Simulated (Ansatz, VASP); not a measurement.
Cd3O in VASP and in Ansatz

```
Cd O
1.0
     5.29205    0.00000    0.00000
    -2.64602    4.58305    0.00000
     0.00000    0.00000    6.28280
Cd O
6 2
Direct
  0.65266 0.00000 0.75000
  0.34734 0.34734 0.75000
  0.00000 0.34734 0.25000
  0.34734 0.00000 0.25000
  0.65266 0.65266 0.25000
  0.00000 0.65266 0.75000
  0.00000 0.00000 0.00000
  0.00000 0.00000 0.50000
```

Alike in both runs: functional PBE; k mesh 6 × 6 × 6; occupations gaussian, width 0.1 eV; no spin polarisation.

Ansatz relaxed the structure, and its values are those at the end. VASP's run is a single point on that final structure, the one shown.

|  | VASP | Ansatz |
| --- | --- | --- |
| version | VASP 6.6.1 | Ansatz 0.2.0 |
| potentials or method | VASP PAW PBE potentials, release 64 (Cd, O), cutoff 520 eV | scalar-relativistic, plane waves, PAW |
| valence electrons in the cell | 84 | 132 |

|  | VASP | Ansatz | Ansatz less VASP |
| --- | --- | --- | --- |
| gap on the k mesh at the Fermi level (eV) | none | none | - |
| pressure (GPa) | 0.5 | 0.0 | -0.53 |
| rms of the force components (eV/Å) | 0.022 | 0.000 | -0.0211 |

A gap of «none» marks a metal or a gap that the smearing closes. The functional is the same, so the differences come from potentials, cutoffs and numerics. VASP's potentials hold 84 valence electrons a cell and Ansatz's 132, so a difference there can come from the potentials and not from the codes.
